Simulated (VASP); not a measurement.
## Na7Fe4O12 (a cell with a defect): single point with LDA

The system is Na7Fe4O12 (a cell with a defect).

```
Na Fe O
1.0
     0.84061    4.64352    5.41988
     0.84061   -4.64352    5.41988
     5.34880    0.00000    0.00000
Na Fe O
7 4 12
Direct
  0.23414 0.25231 0.78225
  0.64555 0.35000 0.55630
  0.33014 0.65375 0.61302
  0.50166 0.55173 0.11148
  0.78781 0.79110 0.26495
  0.17674 0.83574 0.05553
  0.83961 0.17886 0.00800
  0.41187 0.07851 0.30436
  0.07947 0.41447 0.30612
  0.89660 0.57990 0.79690
  0.58159 0.93346 0.78433
  0.14896 0.15135 0.22599
  0.34297 0.34674 0.38832
  0.13868 0.54774 0.95661
  0.53934 0.16831 0.93835
  0.35640 0.96357 0.62504
  0.95142 0.34447 0.65350
  0.65115 0.65995 0.71892
  0.85222 0.87393 0.83720
  0.64009 0.04293 0.45815
  0.05276 0.63385 0.45168
  0.82240 0.47169 0.16357
  0.45419 0.85497 0.10558
```

```json
{
 "Program": "VASP 6.6.1",
 "Task": "single point",
 "Functional": "LDA",
 "Potentials or basis": "VASP PAW LDA potentials, release 64 (Na_pv, Fe, O)",
 "Cutoff": "520 eV",
 "k mesh": "2 × 2 × 2",
 "Occupations": "fermi-dirac, width 0.05 eV",
 "Spin": "collinear spin, ferromagnetic start",
 "Starting moments": "[0.0, 0.0, 0.0, 0.0, 0.0, 0.0, 0.0, 2.5, 2.5, 2.5, 2.5, 0.0, 0.0, 0.0, 0.0, 0.0, 0.0, 0.0, 0.0, 0.0, 0.0, 0.0, 0.0] μB",
 "Dipole correction": "no",
 "Charge": "-1",
 "Further INCAR settings": "LREAL = Auto; ALGO = Normal; EDIFF = 1e-06; NBANDS = 98; NELECT = 154.0"
}
```

```yaml
Largest_force: 2.168 eV/Å
Net_moment: 8.01 μB per cell
Site_moments: Na +0.01, +0.00 (each value once); Fe +1.65, +1.68, +1.71, +1.72; O +0.13, +0.04, +0.02, +0.09, +0.07, +0.10, +0.06, +0.05 (each value once) μB
Valence_electrons_inside_the_program's_atomic_spheres: Na 6.09, 6.07, 6.08 (each value once); Fe 7.18, 7.16, 7.10, 7.29; O 4.90, 4.93, 4.92, 4.91, 4.95, 4.94, 4.88, 4.97 (each value once)
```

Forces on the atoms (eV/Å):
```
Na   0.590  0.328  0.012
Na  -0.039  0.619 -0.010
Na  -0.224 -0.403 -0.099
Na  -0.509  0.698 -0.388
Na   0.336  0.105 -0.458
Na  -0.086 -1.092 -0.543
Na   0.264  0.202 -0.054
Fe  -0.903 -0.942  0.633
Fe  -0.416  0.030 -0.763
Fe   0.348  0.800  1.985
Fe   0.180  0.644  0.572
O   -0.256 -0.098  0.852
O   -0.266  0.083 -0.320
O    0.331  0.094 -0.917
O    0.216  0.177 -0.970
O    0.325 -0.123 -0.288
O   -0.236 -0.885  0.761
O   -0.384 -0.198 -0.212
O    0.540  0.014 -1.598
O   -0.705 -0.164  0.028
O    0.414 -0.607 -0.503
O   -0.623  0.578  0.912
O    1.103  0.141  1.371
```

Levels at points of the mesh, in eV from the Fermi level:
Spin up:
```csv
k point,band 79,band 80,band 81,band 82,band 83,band 84
"(0.00, 0.00, 0.00)",-0.86,-0.69,-0.55,0.21,0.47,0.68
"(0.50, 0.00, 0.00)",-0.70,-0.63,-0.60,0.34,0.60,0.67
"(0.00, 0.50, 0.00)",-0.71,-0.65,-0.60,0.32,0.67,0.73
"(0.50, 0.50, 0.00)",-0.91,-0.80,-0.44,0.39,0.67,0.74
"(0.00, 0.00, 0.50)",-0.72,-0.59,-0.54,0.29,0.39,0.43
"(0.50, 0.00, 0.50)",-0.81,-0.54,-0.45,0.25,0.43,0.51
"(0.00, 0.50, 0.50)",-0.82,-0.55,-0.49,0.26,0.45,0.63
"(0.50, 0.50, 0.50)",-0.73,-0.60,-0.58,0.38,0.47,0.65
```
Spin down:
| k point | band 71 | band 72 | band 73 | band 74 | band 75 | band 76 |
| --- | --- | --- | --- | --- | --- | --- |
| (0.00, 0.00, 0.00) | -0.20 | -0.12 | -0.05 | 0.14 | 0.21 | 0.27 |
| (0.50, 0.00, 0.00) | -0.19 | -0.07 | -0.03 | -0.01 | 0.06 | 0.23 |
| (0.00, 0.50, 0.00) | -0.18 | -0.07 | -0.03 | 0.02 | 0.06 | 0.24 |
| (0.50, 0.50, 0.00) | -0.18 | -0.13 | -0.07 | 0.13 | 0.20 | 0.30 |
| (0.00, 0.00, 0.50) | -0.38 | -0.07 | 0.04 | 0.08 | 0.10 | 0.23 |
| (0.50, 0.00, 0.50) | -0.19 | -0.13 | -0.06 | -0.02 | 0.02 | 0.18 |
| (0.00, 0.50, 0.50) | -0.21 | -0.16 | -0.10 | -0.01 | 0.07 | 0.23 |
| (0.50, 0.50, 0.50) | -0.37 | -0.11 | 0.01 | 0.11 | 0.19 | 0.25 |

Run time: 21 min on 1 thread of Oxide Virtual Turin-like Processor, with other jobs on the host, peak memory 0.43 GiB.

Caveat: the k points lie up to 0.59 Å⁻¹ apart; the cell carries a net charge on a neutralising background, which shifts energy and pressure; the cell is charged against a uniform background, so pressure and absolute levels hang on convention; semilocal functionals often make such compounds metallic where correlation or magnetic order opens a gap, which also shifts bond lengths; the run started ferromagnetic, and an antiferromagnetic order may lie lower in energy.
